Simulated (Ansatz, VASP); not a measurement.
# SnSe2: VASP beside Ansatz

POSCAR

```
SnSe2
1.0
    3.8110000000      0.0000000000      0.0000000000
   -1.9055000000      3.3004228138      0.0000000000
    0.0000000000      0.0000000000      6.1360000000
Sn Se
1 2
Direct
    0.0000000000      0.0000000000      0.0000000000
    0.6666666667      0.3333333333      0.7510000000
    0.3333333333      0.6666666667      0.2490000000
```

Contents of INCAR.step1:

```
SYSTEM = SnSe2
PREC = Accurate ; ENCUT = 400
EDIFF = 1E-5 ; ISMEAR = -1
SIGMA = 0.05 ; LREAL = .False.
LASPH = .True. ; NELM = 120
ALGO = Normal ; ISIF = 2
LWAVE = .True. ; LCHARG = .False.
GGA = PE ; NBANDS = 20
GGA_COMPAT = .False.
```

The input INCAR.step2:

```
SYSTEM = SnSe2
PREC = Accurate ; ENCUT = 400
EDIFF = 1E-6 ; ISMEAR = -1
SIGMA = 0.05 ; LREAL = .False.
LASPH = .True. ; NELM = 120
ALGO = Normal ; ISIF = 2
LWAVE = .False. ; LCHARG = .False.
GGA = PE ; LHFCALC = .True.
HFSCREEN = 0.2079 ; PRECFOCK = Normal
ISTART = 1 ; NBANDS = 20
GGA_COMPAT = .False.
```

KPOINTS

```
regular mesh
0
Gamma
  4 4 3
  0 0 0
```

Contents of input.yaml:

```yaml
crystal:
  lattice:
    - [3.811, 0.0, 0.0]
    - [-1.9055, 3.3004228138, 0.0]
    - [0.0, 0.0, 6.136]
  atoms:
    - { symbol: Sn, position: [0.0, 0.0, 0.0] }
    - { symbol: Se, position: [0.6666666667, 0.3333333333, 0.751] }
    - { symbol: Se, position: [0.3333333333, 0.6666666667, 0.249] }
hamiltonian:
  xc: hse06
  pseudopotentials: { kind: paw }
kpoints:
  mp_grid: { grid: [4, 4, 3] }
  band_path:
    path:
      - [[0.0, 0.0, 0.0], [0.5, 0.0, 0.0], [0.3333333333, 0.3333333333, 0.0], [0.0, 0.0, 0.0], [0.0, 0.0, 0.5], [0.5, 0.0, 0.5], [0.3333333333, 0.3333333333, 0.5], [0.0, 0.0, 0.5]]
      - [[0.5, 0.0, 0.5], [0.5, 0.0, 0.0]]
      - [[0.3333333333, 0.3333333333, 0.0], [0.3333333333, 0.3333333333, 0.5]]
    npoints: 4
scf:
  occupations: { method: fermi_dirac, width: 0.05 }
  n_extra_bands: 7
output:
  forces: true
  stress: true
  eigenvalues: true
  fatbands: false
```

Alike in both runs: functional HSE06; k mesh 4 × 4 × 3; occupations fermi-dirac, width 0.05 eV; no spin polarisation.

```csv
,VASP,Ansatz
version,VASP 6.6.1,Ansatz 0.2.0
potentials or method,"VASP PAW PBE potentials, release 64 (Sn_d, Se)",Ansatz PAW
plane-wave cutoff (eV),400,420
valence electrons in the cell,26,46
task,single point,band structure
```

Ansatz gave:

* gap on the k mesh at the Fermi level (eV): 1.49
* least direct gap on the mesh (eV): 1.93
* pressure (GPa): 3.1
* traceless stress, the component that is largest in VASP (GPa): 0.36
* rms of the force components (eV/Å): 0.126

Q: Which values does VASP return?

A: gap on the k mesh at the Fermi level (eV): 1.50; least direct gap on the mesh (eV): 1.92; pressure (GPa): 2.9; traceless stress, the component that is largest in VASP (GPa): 0.35; rms of the force components (eV/Å): 0.119.

Atom by atom the forces differ by 0.007 eV/Å (rms over components). With one functional, cell and mesh, what is left measures potentials, basis and numerics. VASP's potentials hold 26 valence electrons a cell and Ansatz's 46, so a difference there can come from the potentials and not from the codes.

The k mesh is coarse, so the values compare programs but aren't converged.
